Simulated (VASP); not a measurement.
# NiO (Fm-3m) in VASP: further runs, part 2 of 2

VASP 6.6.1.

## (3) Single point, RPBE+D4, collinear spin, ferromagnetic start

This run uses another cell than the first one, of 8.71 Å³/atom, 1.021 times its volume.

Contents of INCAR:

```
  ALGO = Normal
  EDIFF = 1E-6
  ENCUT = 600
  GGA = RP
  GGA_COMPAT = F
  ISIF = 2
  ISMEAR = -1
  ISPIN = 2
  IVDW = 13
  LASPH = T
  LCHARG = F
  LMAXMIX = 4
  LORBIT = 11
  LREAL = F
  LWAVE = F
  MAGMOM = 1 0
  NBANDS = 19
  NELM = 200
  PREC = Accurate
  SIGMA = 0.05
```

Contents of KPOINTS:

```
k-points
0
Gamma
  11 11 11
```

Contents of POSCAR:

```
NiO
1.0
    0.0000000000      2.0577103256      2.0577103256
    2.0577103256      0.0000000000      2.0577103256
    2.0577103256      2.0577103256      0.0000000000
Ni O
1 1
Direct
    0.0000000000      0.0000000000      0.0000000000
    0.5000000000      0.5000000000      0.5000000000
```

Potentials or basis: VASP PAW PBE potentials, release 64 (Ni, O).

Launch:

```bash
cat potpaw_PBE.64/Ni/POTCAR potpaw_PBE.64/O/POTCAR > POTCAR
mpirun -np 1 vasp_std > vasp.out
```

It took 46 s on 1 thread of Intel Xeon Platinum 8488C (Sapphire Rapids), shared host; peak memory 0.17 GiB.

Results (log left out):

- Free energy: -11.8850 eV
- Pressure: 11.8 GPa
- Net moment: 1.66 μB per cell
- Site moments: Ni +1.38; O +0.25 μB
- Valence electrons inside the program's atomic spheres: Ni 9.06; O 5.02
- Dispersion energy per atom: -0.691 eV

Levels at points of the mesh, in eV from the Fermi level:
Spin up:
```csv
k point,band 7,band 8,band 9,band 10,band 11,band 12
"(0.00, 0.00, 0.00)",-2.79,-2.79,-2.79,1.78,18.00,19.26
```
Spin down:
```
           k point  band 3  band 4  band 5  band 6  band 7  band 8  band 9  band 10  band 11  band 12
(0.00, 0.00, 0.00)   -2.76   -2.76   -2.01   -2.01   -2.01   -0.70   -0.70     2.10    17.91    19.45
```

Caveat: the PAW data sets were made with another functional, which shifts forces and pressure a little; a cell with one magnetic atom can't hold antiferromagnetic order, which such compounds often take; semilocal functionals often make such compounds metallic where correlation or magnetic order opens a gap, which also shifts bond lengths; pairwise dispersion overbinds metals, which lowers pressure and volume. With open d or f shells a metallic result of RPBE can be an artefact of self-interaction; +U or a hybrid may open a gap.

## (4) Single point, RPBE+D4, collinear spin, ferromagnetic start

This run uses another cell than the first one, of 8.89 Å³/atom, 1.043 times its volume.

INCAR is that of step 3.

KPOINTS is that of step 3.

Contents of POSCAR:

```
NiO
1.0
    0.0000000000      2.0719018797      2.0719018797
    2.0719018797      0.0000000000      2.0719018797
    2.0719018797      2.0719018797      0.0000000000
Ni O
1 1
Direct
    0.0000000000      0.0000000000      0.0000000000
    0.5000000000      0.5000000000      0.5000000000
```

Launch:

```bash
cat potpaw_PBE.64/Ni/POTCAR potpaw_PBE.64/O/POTCAR > POTCAR
mpirun -np 1 vasp_std > vasp.out
```

Wall time 44 s (1 thread of Intel Xeon Platinum 8488C (Sapphire Rapids), shared host); peak memory 0.17 GiB.

It converged, with:

```yaml
Free_energy: -11.9079 eV
Pressure: 7.3 GPa
Net_moment: 1.74 μB per cell
Site_moments: Ni +1.44; O +0.26 μB
Valence_electrons_inside_the_program's_atomic_spheres: Ni 9.01; O 5.01
Dispersion_energy_per_atom: -0.680 eV
```

Levels at points of the mesh, in eV from the Fermi level:
Spin up:
```csv
k point,band 6,band 7,band 8,band 9,band 10,band 11,band 12,band 13
"(0.00, 0.00, 0.00)",-3.10,-2.75,-2.75,-2.75,1.69,17.97,19.12,19.12
```
Spin down:
```csv
k point,band 3,band 4,band 5,band 6,band 7,band 8,band 9,band 10,band 11,band 12
"(0.00, 0.00, 0.00)",-2.59,-2.59,-1.95,-1.95,-1.95,-0.60,-0.60,2.03,17.87,19.31
```

Caveat: the PAW data sets were made with another functional, which shifts forces and pressure a little; a cell with one magnetic atom can't hold antiferromagnetic order, which such compounds often take; semilocal functionals often make such compounds metallic where correlation or magnetic order opens a gap, which also shifts bond lengths; pairwise dispersion overbinds metals, which lowers pressure and volume.

## (5) Single point, RPBE+D4, collinear spin, ferromagnetic start

This run uses another cell than the first one, of 9.08 Å³/atom, 1.064 times its volume.

Contents of INCAR:

```
SYSTEM = NiO
PREC = Accurate ; ENCUT = 600
EDIFF = 1E-6 ; ISMEAR = -1
SIGMA = 0.05 ; LREAL = .False.
LASPH = .True. ; NELM = 200
ALGO = Normal ; ISIF = 2
LWAVE = .False. ; LCHARG = .True.
ISPIN = 2 ; MAGMOM = 1 0
LORBIT = 11 ; LMAXMIX = 4
GGA = RP ; IVDW = 13
LELF = .True. ; LVHAR = .True.
NBANDS = 19 ; GGA_COMPAT = .False.
```

Contents of KPOINTS:

```
regular mesh
0
Gamma
  11 11 11
  0 0 0
```

Contents of POSCAR:

```
NiO
1.0
    0.0000000000      2.0859016414      2.0859016414
    2.0859016414      0.0000000000      2.0859016414
    2.0859016414      2.0859016414      0.0000000000
Ni O
1 1
Direct
    0.0000000000      0.0000000000      0.0000000000
    0.5000000000      0.5000000000      0.5000000000
```

Launch:

```bash
cat potpaw_PBE.64/Ni/POTCAR potpaw_PBE.64/O/POTCAR > POTCAR
mpirun -np 1 vasp_std > vasp.out
```

Wall time 47 s (1 thread of Intel Xeon Platinum 8488C (Sapphire Rapids), shared host); peak memory 0.17 GiB.

The run converged. Its results:

- Free energy: -11.9207 eV
- Pressure: 3.3 GPa
- Net moment: 1.80 μB per cell
- Site moments: Ni +1.48; O +0.28 μB
- Valence electrons inside the program's atomic spheres: Ni 8.97; O 5.00
- Dispersion energy per atom: -0.670 eV

Levels at points of the mesh, in eV from the Fermi level:
Spin up:
| k point | band 7 | band 8 | band 9 | band 10 | band 11 | band 12 |
| --- | --- | --- | --- | --- | --- | --- |
| (0.00, 0.00, 0.00) | -2.72 | -2.72 | -2.72 | 1.59 | 17.93 | 18.98 |
Spin down:
| k point | band 5 | band 6 | band 7 | band 8 | band 9 | band 10 |
| --- | --- | --- | --- | --- | --- | --- |
| (0.00, 0.00, 0.00) | -1.89 | -1.89 | -1.89 | -0.52 | -0.52 | 1.94 |

Caveat: the PAW data sets were made with another functional, which shifts forces and pressure a little; a cell with one magnetic atom can't hold antiferromagnetic order, which such compounds often take; semilocal functionals often make such compounds metallic where correlation or magnetic order opens a gap, which also shifts bond lengths; pairwise dispersion overbinds metals, which lowers pressure and volume.

## (6) Single point, RPBE+D4, collinear spin, ferromagnetic start

This run uses another cell than the first one, of 9.26 Å³/atom, 1.085 times its volume.

Contents of INCAR:

```
PREC = Accurate
ENCUT = 600
EDIFF = 1E-6
ISMEAR = -1
SIGMA = 0.05
LREAL = False
LASPH = True
NELM = 200
ALGO = Normal
ISIF = 2
LWAVE = False
LCHARG = False
ISPIN = 2
MAGMOM = 1 0
LORBIT = 11
LMAXMIX = 4
GGA = RP
IVDW = 13
NBANDS = 19
GGA_COMPAT = False
```

Contents of KPOINTS:

```
regular mesh
0
Gamma
  11 11 11
```

Contents of POSCAR:

```
NiO
1.0
    0.0000000000      2.0997159621      2.0997159621
    2.0997159621      0.0000000000      2.0997159621
    2.0997159621      2.0997159621      0.0000000000
Ni O
1 1
Direct
    0.0000000000      0.0000000000      0.0000000000
    0.5000000000      0.5000000000      0.5000000000
```

Potentials or basis: VASP PAW PBE potentials, release 64 (Ni, O).

Launch:

```bash
cat potpaw_PBE.64/Ni/POTCAR potpaw_PBE.64/O/POTCAR > POTCAR
mpirun -np 1 vasp_std > vasp.out
```

It took 45 s on 1 thread of Intel Xeon Platinum 8488C (Sapphire Rapids), shared host; peak memory 0.17 GiB.

It converged, with:

| Item | Value |
| --- | --- |
| Free energy | -11.9250 eV |
| Pressure | 0.0 GPa |
| Net moment | 1.84 μB per cell |
| Site moments | Ni +1.51; O +0.28 μB |
| Valence electrons inside the program's atomic spheres | Ni 8.93; O 4.99 |
| Dispersion energy per atom | -0.659 eV |

Levels at points of the mesh, in eV from the Fermi level:
Spin up:
| k point | band 5 | band 6 | band 7 | band 8 | band 9 | band 10 | band 11 | band 12 | band 13 | band 14 |
| --- | --- | --- | --- | --- | --- | --- | --- | --- | --- | --- |
| (0.00, 0.00, 0.00) | -2.89 | -2.89 | -2.69 | -2.69 | -2.69 | 1.50 | 17.88 | 18.84 | 18.84 | 18.84 |
Spin down:
```tsv
k point	band 5	band 6	band 7	band 8	band 9	band 10
(0.00, 0.00, 0.00)	-1.84	-1.84	-1.84	-0.46	-0.46	1.85
```

Caveat: the PAW data sets were made with another functional, which shifts forces and pressure a little; a cell with one magnetic atom can't hold antiferromagnetic order, which such compounds often take; semilocal functionals often make such compounds metallic where correlation or magnetic order opens a gap, which also shifts bond lengths; pairwise dispersion overbinds metals, which lowers pressure and volume.

## (7) Overview

```csv
cell,gap on the mesh (eV),pressure (GPa),moment (μB)
"a = 2.890 Å, angles 60.0°, 2 atoms",none,17.8,1.58
"a = 2.910 Å, angles 60.0°, 2 atoms",none,11.8,1.66
"a = 2.930 Å, angles 60.0°, 2 atoms",none,7.3,1.74
"a = 2.950 Å, angles 60.0°, 2 atoms",none,3.3,1.80
"a = 2.969 Å, angles 60.0°, 2 atoms",none,0.0,1.84
```

Alike in all rows: task single point; level RPBE+D4; potentials or basis VASP PAW PBE potentials, release 64 (Ni, O); spin collinear, ferromagnetic start; k mesh 11 × 11 × 11; cutoff (eV) 600; smearing fermi-dirac 0.05 eV.

Caveats: the PAW data sets were made with another functional, which shifts forces and pressure a little; a cell with one magnetic atom can't hold antiferromagnetic order, which such compounds often take; semilocal functionals often make such compounds metallic where correlation or magnetic order opens a gap, which also shifts bond lengths; pairwise dispersion overbinds metals, which lowers pressure and volume.

Absolute energies hang on the potentials; compare differences alone.

## (8) Against experiment

Step 6. Measured gap of NiO: 4.3 eV (quoted in “Local correlations, non-local screening, multiplets, and band formation in NiO”, 2012, arxiv:1210.6675). This calculation gives 0.00 eV (-4.30 eV). So large a miss can be the level of theory's own, or it may mean another phase, state or a wrong row. The value is that of RPBE+D4 on a finite k mesh, which can miss the band edges, without temperature or zero-point motion. Semilocal functionals fall short of measured gaps as a rule. The run's magnetic order (collinear spin, ferromagnetic start) needn't be the measured crystal's.
